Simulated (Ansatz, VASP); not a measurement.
**HgTe: VASP beside Ansatz**

```
Hg Te
1.0
     0.00000    3.25504    3.25504
     3.25504    0.00000    3.25504
     3.25504    3.25504    0.00000
Hg Te
1 1
Direct
  0.00000 0.00000 0.00000
  0.25000 0.25000 0.25000
```

Alike in both runs: functional PBEsol; k mesh 9 × 9 × 9; occupations fermi-dirac, width 0.1 eV; no spin polarisation.

Ansatz relaxed the structure, and its values are those at the end. VASP's run is a single point on that final structure, the one shown.

|  | VASP | Ansatz |
| --- | --- | --- |
| version | VASP 6.6.1 | Ansatz 0.2.0 |
| potentials or method | VASP PAW PBE potentials, release 64 (Hg, Te), cutoff 520 eV | PAW plane waves |
| valence electrons in the cell | 18 | 36 |

|  | VASP | Ansatz | Ansatz less VASP |
| --- | --- | --- | --- |
| gap on the k mesh at the Fermi level (eV) | none | none | - |
| pressure (GPa) | 0.1 | 0.0 | -0.11 |

VASP's potentials were made for PBE, not for PBEsol, and Ansatz warns of the same on its side. A gap of «none» marks a metal or a gap that the smearing closes. With one functional, cell and mesh, what is left measures potentials, basis and numerics. VASP's potentials hold 18 valence electrons a cell and Ansatz's 36, so a difference there can come from the potentials and not from the codes.

Neither program's run includes spin-orbit coupling.
